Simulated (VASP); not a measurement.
# Ti (Im-3m) in VASP: a series of runs

Runs on Ti. Level: PBE. Tasks: single point.

Program: VASP 6.6.1. These are calculated values, not measurements. Logs are shortened: lines on timing, memory, paths and dates and some standing lists are left out, and cuts for length are marked.

## 1. The cell of the first run

Symmetry: Im-3m, No. 229, cubic system. The conventional cell has a = 2.716 Å, b = 2.716 Å, c = 2.716 Å, α = 90.00°, β = 90.00°, γ = 90.00°. Within 3.1 Å of Ti (site symmetry m-3m) lie 14 Ti at 2.35 to 2.72 Å.

## 2. Single point, PBE

INCAR reads:

```
SYSTEM = Ti
  PREC = Accurate
  ENCUT = 520
  EDIFF = 1E-6
  ISMEAR = -1
  SIGMA = 0.1
  LREAL = .FALSE.
  LASPH = .TRUE.
  NELM = 60
  ALGO = Normal
  ISIF = 2
  LWAVE = .FALSE.
  LCHARG = .FALSE.
  GGA = PE
  NBANDS = 12
```

KPOINTS reads:

```
Automatic mesh
0
G
  20 20 20
  0 0 0
```

POSCAR reads:

```
Ti
1.0
   -1.3580311348      1.3580311348      1.3580311348
    1.3580311348     -1.3580311348      1.3580311348
    1.3580311348      1.3580311348     -1.3580311348
Ti
1
Direct
    0.0000000000      0.0000000000      0.0000000000
```

Potentials or basis: VASP PAW PBE potentials, release 64 (Ti_sv).

Command:

```console
$ cat potpaw_PBE.64/Ti_sv/POTCAR > POTCAR
$ mpirun -np 1 vasp_std > vasp.out
```

OUTCAR:

```text
SYSTEM = Ti
   PREC = Accurate
   ENCUT = 520
   EDIFF = 1E-6
   ISMEAR = -1
   LREAL = .FALSE.
   LASPH = .TRUE.
   NELM = 60
   ISIF = 2
   GGA = PE

 ion  position               nearest neighbor table
   1  0.000  0.000  0.000-

  LATTYP: Found a body centered cubic cell.
 ALAT       =     2.7160622696

  Lattice vectors:

 A1 = (  -1.3580311348,   1.3580311348,   1.3580311348)
 A2 = (   1.3580311348,  -1.3580311348,   1.3580311348)
 A3 = (   1.3580311348,   1.3580311348,  -1.3580311348)

Analysis of symmetry for initial positions (statically):
=====================================================================
 Subroutine PRICEL returns:
 Original cell was already a primitive cell.

 Routine SETGRP: Setting up the symmetry group for a
 body centered cubic supercell.

 Subroutine GETGRP returns: Found 48 space group operations
 (whereof 48 operations were pure point group operations)
 out of a pool of 48 trial point group operations.

The static configuration has the point symmetry O_h .

Analysis of symmetry for dynamics (positions and initial velocities):
=====================================================================
 Subroutine PRICEL returns:
 Original cell was already a primitive cell.

 Routine SETGRP: Setting up the symmetry group for a
 body centered cubic supercell.

 Subroutine GETGRP returns: Found 48 space group operations
 (whereof 48 operations were pure point group operations)
 out of a pool of 48 trial point group operations.

The dynamic configuration has the point symmetry O_h .

 Subroutine INISYM returns: Found 48 space group operations
 (whereof 48 operations are pure point group operations),
 and found     1 'primitive' translations

----------------------------------------------------------------------------------------

                                     Primitive cell

  volume of cell :      10.0182

  direct lattice vectors                    reciprocal lattice vectors
    -1.358031135  1.358031135  1.358031135     0.000000000  0.368180071  0.368180071
     1.358031135 -1.358031135  1.358031135     0.368180071  0.000000000  0.368180071
     1.358031135  1.358031135 -1.358031135     0.368180071  0.368180071  0.000000000

  length of vectors
     2.352178924  2.352178924  2.352178924     0.520685250  0.520685250  0.520685250

  position of ions in fractional coordinates (direct lattice)
     0.000000000  0.000000000  0.000000000

  ion indices of the primitive-cell ions
   primitive index   ion index
                 1           1

----------------------------------------------------------------------------------------

 KPOINTS: Automatic mesh

Automatic generation of k-mesh.
 Grid dimensions read from file:
 generate k-points for:   20   20   20

 Generating k-lattice:

  Cartesian coordinates                     Fractional coordinates (reciprocal lattice)
     0.000000000  0.018409004  0.018409004     0.050000000  0.000000000  0.000000000
     0.018409004  0.000000000  0.018409004     0.000000000  0.050000000  0.000000000
     0.018409004  0.018409004  0.000000000     0.000000000  0.000000000  0.050000000

  Length of vectors
     0.026034263  0.026034263  0.026034263

  Shift w.r.t. Gamma in fractional coordinates (k-lattice)
     0.000000000  0.000000000  0.000000000

 Subroutine IBZKPT returns following result:
 ===========================================

 Found    256 irreducible k-points:

 Following reciprocal coordinates:
            Coordinates               Weight
  0.000000  0.000000  0.000000      1.000000
  0.050000  0.000000  0.000000     12.000000
  0.100000  0.000000  0.000000     12.000000
  0.150000  0.000000  0.000000     12.000000
  0.200000  0.000000  0.000000     12.000000
  0.250000  0.000000  0.000000     12.000000
[... 16 lines left out ...]
  0.200000  0.100000  0.000000     48.000000
  0.250000  0.100000  0.000000     48.000000
 [... further k-points ...]
   k-points           NKPTS =    256   k-points in BZ     NKDIM =    256   number of bands    NBANDS=     12
   number of dos      NEDOS =    301   number of ions     NIONS =      1
   total plane-waves  NPLWV =   5832
   dimension x,y,z NGX =    18 NGY =   18 NGZ =   18
   dimension x,y,z NGXF=    36 NGYF=   36 NGZF=   36
   ions per type =               1
   NGX,Y,Z   is equivalent  to a cutoff of  12.72, 12.72, 12.72 a.u.
   NGXF,Y,Z  is equivalent  to a cutoff of  25.44, 25.44, 25.44 a.u.
 SYSTEM =  Ti
   PREC   = accura    normal or accurate (medium, high low for compatibility)
   ISTART =      0    job   : 0-new  1-cont  2-samecut
   ICHARG =      2    charge: 1-file 2-atom 10-const
   ISPIN  =      1    spin polarized calculation?
   LNONCOLLINEAR =      F non collinear calculations
   LSORBIT =      F    spin-orbit coupling
   LASPH  =      T    aspherical Exc in radial PAW
   ENCUT  =  520.0 eV  38.22 Ry    6.18 a.u.   4.37  4.37  4.37*2*pi/ulx,y,z
   NELM   =     60;   NELMIN=  2; NELMDL= -5     # of ELM steps
   EDIFF  = 0.1E-05   stopping-criterion for ELM
   LREAL  =      F    real-space projection
   EDIFFG = 0.1E-04   stopping-criterion for IOM
   NSW    =      0    number of steps for IOM
   IBRION =     -1    ionic relax: 0-MD 1-quasi-New 2-CG
   NFREE  =      0    steps in history (QN), initial steepest desc. (CG)
   ISIF   =      2    stress and relaxation
   ISYM   =      2    0-nonsym 1-usesym 2-fastsym
   POTIM  = 0.5000    time-step for ionic-motion
   TEBEG  =    0.0;   TEEND  =   0.0 temperature during run
   PSTRESS=    0.0 pullay stress
   NELECT =      12.0000    total number of electrons
   NUPDOWN=      -1.0000    fix difference up-down
   EMIN   =  10.00;   EMAX   =-10.00  energy-range for DOS
   EFERMI =   0.00;   METHOD = LEGACY
   ISMEAR =    -1;   SIGMA  =   0.10  broadening in eV -4-tet -1-fermi 0-gaus
   EFERMI_NEDOS =   21; number of points for ismear=-14 and -15
   IALGO  =     38    algorithm
   IMIX   =      4    mixing-type and parameters
     AMIX     =   0.40;   BMIX     =  1.00
     AMIX_MAG =   1.60;   BMIX_MAG =  1.00
  volume/ion in A,a.u.               =      10.02        67.61
  Fermi-wavevector in a.u.,A,eV,Ry     =   1.738623  3.285522 41.127845  3.022811
  Thomas-Fermi vector in A             =   2.811620
   LORBIT       =      0    0 simple, 1 ext, 2 COOP (PROOUT), +10 PAW based schemes
   GGA     = PE    functional components
[... 5 lines left out ...]
 non-spin polarized calculation
  energy-cutoff  :      520.00
  volume of cell :       10.02
 maximum number of plane-waves:       279
 NGX is ok and might be reduce to    18
   NGX =  9   NGY =  9   NGZ =  9

 number of electron      11.9999999 magnetization

 Free energy of the ion-electron system (eV)
  ---------------------------------------------------
  ext. energy  EPLUGINS =         0.00000000
  ---------------------------------------------------
  free energy    TOTEN  =        -5.72136166 eV

  energy without entropy =       -5.69487128  energy(sigma->0) =       -5.70811647

 E-fermi :  15.2359     XC(G=0): -14.3569

 val. band max:       15.2326497444   @ k =   0.2000   0.2000   0.1500
 cond. band min:      15.2362149836   @ k =   0.2000   0.1000   0.0500
 fundamental gap:      0.0035652392
 Fermi energy:        15.2359321744

 k-point     1 :       0.0000    0.0000    0.0000
  band No.  band energies     occupation
      1     -41.0335      2.00000
      2     -15.1949      2.00000
      3     -15.1949      2.00000
      4     -15.1949      2.00000
      5       9.0166      2.00000
      6      16.4136      0.00002
      7      16.4136      0.00002
      8      16.4136      0.00002
      9      19.7188      0.00000
     10      19.7188      0.00000
     11      36.7732      0.00000
     12      36.7732      0.00000

 k-point     2 :       0.0500    0.0000    0.0000
  band No.  band energies     occupation
      1     -41.0110      2.00000
      2     -15.2858      2.00000
      3     -15.2197      2.00000
      4     -15.1966      2.00000
      5       9.1730      2.00000
      6      16.3279      0.00004
      7      16.3945      0.00002
      8      16.5421      0.00000
      9      19.6001      0.00000
     10      19.7211      0.00000
     11      36.8472      0.00000
     12      36.9115      0.00000

 k-point     3 :       0.1000    0.0000    0.0000
  band No.  band energies     occupation
      1     -40.9453      2.00000
      2     -15.5458      2.00000
      3     -15.2910      2.00000
      4     -15.2014      2.00000
      5       9.6174      2.00000
      6      16.0862      0.00041
      7      16.3148      0.00004
      8      16.9208      0.00000
      9      19.3294      0.00000
     10      19.7327      0.00000
     11      37.0085      0.00000
     12      37.2133      0.00000
[... 286 lines left out ...]
 k-point    23 :       0.2000    0.1000    0.0000
  band No.  band energies     occupation
      1     -40.5093      2.00000
      2     -17.0257      2.00000
      3     -15.7165      2.00000
      4     -15.3327      2.00000
      5      11.9100      2.00000
      6      14.8653      1.95204
      7      15.4832      0.15555
      8      18.8559      0.00000
      9      19.8953      0.00000
     10      20.2957      0.00000
     11      36.3308      0.00000
     12      36.5569      0.00000

 k-point    24 :       0.2500    0.1000    0.0000
  band No.  band energies     occupation
      1     -40.3605      2.00000
      2     -17.4688      2.00000
      3     -15.8883      2.00000
      4     -15.3493      2.00000
      5      12.0617      2.00000
      6      14.4871      1.99888
      7      15.8991      0.00263
      8      19.1110      0.00000
      9      20.4260      0.00000
     10      21.0508      0.00000
     11      35.3843      0.00000
     12      35.5649      0.00000

 [... further k-points ...]
[... 5 lines left out ...]
  --------------------------------------------------------------------------------------
  -------------------------------------------------------------------------------------
  Total        8.0990994      8.0990994      8.0990994      0.0000000      0.0000000      0.0000000
  in kB     1295.2635281   1295.2635281   1295.2635281      0.0000000      0.0000000      0.0000000
  external PRESSURE =    1295.2635281 kB  Pullay stress =       0.0000000 kB

 VOLUME and BASIS-vectors are now :
 -----------------------------------------------------------------------------
  energy-cutoff  :      520.00
  volume of cell :       10.02
      direct lattice vectors                 reciprocal lattice vectors
    -1.358031135  1.358031135  1.358031135     0.000000000  0.368180071  0.368180071
     1.358031135 -1.358031135  1.358031135     0.368180071  0.000000000  0.368180071
     1.358031135  1.358031135 -1.358031135     0.368180071  0.368180071  0.000000000

 POSITION                                       TOTAL-FORCE (eV/Angst)
 -----------------------------------------------------------------------------------
      0.00000      0.00000      0.00000         0.000000      0.000000      0.000000
 -----------------------------------------------------------------------------------
    total drift:                                0.000000      0.000000      0.000000

  FREE ENERGIE OF THE ION-ELECTRON SYSTEM (eV)
  ---------------------------------------------------
  free  energy   TOTEN  =        -5.7213616582 eV

  energy  without entropy=       -5.6948712789  energy(sigma->0) =       -5.70811647
```

Run time: 13 s. Hardware: 1 thread of Intel Xeon 6975P-C (Granite Rapids), shared host; peak memory 0.14 GiB.

Results:

```yaml
Free_energy: -5.7214 eV
Pressure: 129.5 GPa
Band_gap_on_the_k_mesh: zero (band 6 reaches 16.41 eV, above the bottom of band 7 at 14.07 eV)
```

## 3. Single point, PBE

INCAR reads:

```
PREC = Accurate
ENCUT = 520
EDIFF = 1E-6
ISMEAR = -1
SIGMA = 0.1
LREAL = False
LASPH = True
NELM = 60
ALGO = Normal
ISIF = 2
LWAVE = False
LCHARG = False
GGA = PE
NBANDS = 12
```

KPOINTS reads:

```
regular mesh
0
Gamma
  20 20 20
```

POSCAR reads:

```
Ti
1.0
   -1.3581980397      1.3581980397      1.3581980397
    1.3581980397     -1.3581980397      1.3581980397
    1.3581980397      1.3581980397     -1.3581980397
Ti
1
Direct
    0.0000000000      0.0000000000      0.0000000000
```

Potentials or basis: VASP PAW PBE potentials, release 64 (Ti_sv).

Command:

```console
$ cat potpaw_PBE.64/Ti_sv/POTCAR > POTCAR
$ mpirun -np 1 vasp_std > vasp.out
```

OUTCAR:

```text
PREC = Accurate
   ENCUT = 520
   EDIFF = 1E-6
   ISMEAR = -1
   LREAL = False
   LASPH = True
   NELM = 60
   ISIF = 2
   GGA = PE

 ion  position               nearest neighbor table
   1  0.000  0.000  0.000-

  LATTYP: Found a body centered cubic cell.
 ALAT       =     2.7163960794

  Lattice vectors:

 A1 = (  -1.3581980397,   1.3581980397,   1.3581980397)
 A2 = (   1.3581980397,  -1.3581980397,   1.3581980397)
 A3 = (   1.3581980397,   1.3581980397,  -1.3581980397)

Analysis of symmetry for initial positions (statically):
=====================================================================
 Subroutine PRICEL returns:
 Original cell was already a primitive cell.

 Routine SETGRP: Setting up the symmetry group for a
 body centered cubic supercell.

 Subroutine GETGRP returns: Found 48 space group operations
 (whereof 48 operations were pure point group operations)
 out of a pool of 48 trial point group operations.

The static configuration has the point symmetry O_h .

Analysis of symmetry for dynamics (positions and initial velocities):
=====================================================================
 Subroutine PRICEL returns:
 Original cell was already a primitive cell.

 Routine SETGRP: Setting up the symmetry group for a
 body centered cubic supercell.

 Subroutine GETGRP returns: Found 48 space group operations
 (whereof 48 operations were pure point group operations)
 out of a pool of 48 trial point group operations.

The dynamic configuration has the point symmetry O_h .

 Subroutine INISYM returns: Found 48 space group operations
 (whereof 48 operations are pure point group operations),
 and found     1 'primitive' translations

----------------------------------------------------------------------------------------

                                     Primitive cell
[... 113 lines left out ...]
   LORBIT       =      0    0 simple, 1 ext, 2 COOP (PROOUT), +10 PAW based schemes
   GGA     = PE    functional components
   LHFCALC =     F    Hartree Fock is set to
   AEXX    =    0.0000 exact exchange contribution
   IVDW    =     0    specifies the selected vdW correction
   LEPSILON=     F    determine dielectric tensor
   LRPA    =     F    only Hartree local field effects (RPA)
 non-spin polarized calculation
  energy-cutoff  :      520.00
  volume of cell :       10.02
 maximum number of plane-waves:       279
 NGX is ok and might be reduce to    18
   NGX =  9   NGY =  9   NGZ =  9

 number of electron      12.0000000 magnetization

 Free energy of the ion-electron system (eV)
  ---------------------------------------------------
  ext. energy  EPLUGINS =         0.00000000
  ---------------------------------------------------
  free energy    TOTEN  =        -5.72435060 eV

  energy without entropy =       -5.69784292  energy(sigma->0) =       -5.71109676

 E-fermi :  15.2301     XC(G=0): -14.3548

 val. band max:       15.2299690113   @ k =   0.2000   0.1000   0.0500
 cond. band min:      15.2307851671   @ k =   0.2000   0.2000   0.1000
 fundamental gap:      0.0008161557
 Fermi energy:        15.2301103263

 k-point     1 :       0.0000    0.0000    0.0000
  band No.  band energies     occupation
      1     -41.0385      2.00000
      2     -15.2022      2.00000
      3     -15.2022      2.00000
      4     -15.2022      2.00000
      5       9.0099      2.00000
      6      16.4079      0.00002
      7      16.4079      0.00002
      8      16.4079      0.00002
      9      19.7118      0.00000
     10      19.7118      0.00000
     11      36.7645      0.00000
     12      36.7645      0.00000
[... 331 lines left out ...]
 k-point    24 :       0.2500    0.1000   -0.0000
  band No.  band energies     occupation
      1     -40.3663      2.00000
      2     -17.4740      2.00000
      3     -15.8949      2.00000
      4     -15.3564      2.00000
      5      12.0558      2.00000
      6      14.4822      1.99887
      7      15.8921      0.00266
      8      19.1042      0.00000
      9      20.4186      0.00000
     10      21.0428      0.00000
     11      35.3738      0.00000
     12      35.5532      0.00000

 [... further k-points ...]

------------------------ aborting loop because EDIFF is reached ----------------------------------------

  FORCE on cell =-STRESS in cart. coord.  units (eV):
  Direction    XX          YY          ZZ          XY          YZ          ZX
  --------------------------------------------------------------------------------------
  -------------------------------------------------------------------------------------
  Total        8.0922737      8.0922737      8.0922737     -0.0000000     -0.0000000      0.0000000
  in kB     1293.6948717   1293.6948717   1293.6948717     -0.0000000     -0.0000000      0.0000000
  external PRESSURE =    1293.6948717 kB  Pullay stress =       0.0000000 kB

 VOLUME and BASIS-vectors are now :
 -----------------------------------------------------------------------------
  energy-cutoff  :      520.00
  volume of cell :       10.02
      direct lattice vectors                 reciprocal lattice vectors
    -1.358198040  1.358198040  1.358198040     0.000000000  0.368134827  0.368134827
     1.358198040 -1.358198040  1.358198040     0.368134827  0.000000000  0.368134827
     1.358198040  1.358198040 -1.358198040     0.368134827  0.368134827  0.000000000

 POSITION                                       TOTAL-FORCE (eV/Angst)
 -----------------------------------------------------------------------------------
      0.00000      0.00000      0.00000        -0.000000      0.000000     -0.000000
 -----------------------------------------------------------------------------------
    total drift:                                0.000000      0.000000      0.000000

  FREE ENERGIE OF THE ION-ELECTRON SYSTEM (eV)
  ---------------------------------------------------
  free  energy   TOTEN  =        -5.7243505974 eV

  energy  without entropy=       -5.6978429248  energy(sigma->0) =       -5.71109676
```

OSZICAR:

```text
N       E                     dE             d eps       ncg     rms          rms(c)
DAV:   1     0.829568020557E+02    0.82957E+02   -0.65146E+03  6232   0.135E+03
DAV:   2    -0.257030909773E+01   -0.85527E+02   -0.82178E+02  6332   0.301E+02
DAV:   3    -0.564112188744E+01   -0.30708E+01   -0.30303E+01  7220   0.588E+01
DAV:   4    -0.572171819297E+01   -0.80596E-01   -0.80470E-01  6920   0.799E+00
DAV:   5    -0.572348700223E+01   -0.17688E-02   -0.17688E-02  6880   0.963E-01    0.179E+01
DAV:   6    -0.559408786098E+01    0.12940E+00   -0.60117E-01  7024   0.117E+01    0.807E+00
DAV:   7    -0.568139339570E+01   -0.87306E-01   -0.16552E-01  7664   0.495E+00    0.261E+00
DAV:   8    -0.572393849858E+01   -0.42545E-01   -0.10452E-01  6336   0.304E+00    0.332E-01
DAV:   9    -0.572414530861E+01   -0.20681E-03   -0.97424E-03  6972   0.885E-01    0.226E-01
DAV:  10    -0.572433903262E+01   -0.19372E-03   -0.15630E-03  6224   0.366E-01    0.237E-02
DAV:  11    -0.572435089939E+01   -0.11867E-04   -0.57122E-05  6804   0.856E-02    0.794E-03
DAV:  12    -0.572435059736E+01    0.30203E-06   -0.64458E-06  7436   0.213E-02
   1 F= -.57243506E+01 E0= -.57110968E+01  d E =-.265077E-01
```

It took 12 s on 1 thread of Intel Xeon 6975P-C (Granite Rapids), shared host; peak memory 0.14 GiB.

What came out:

| Property | Result |
| --- | --- |
| Free energy | -5.7244 eV |
| Pressure | 129.4 GPa |
| Band gap on the k mesh | zero (band 6 reaches 16.41 eV, above the bottom of band 7 at 14.06 eV) |
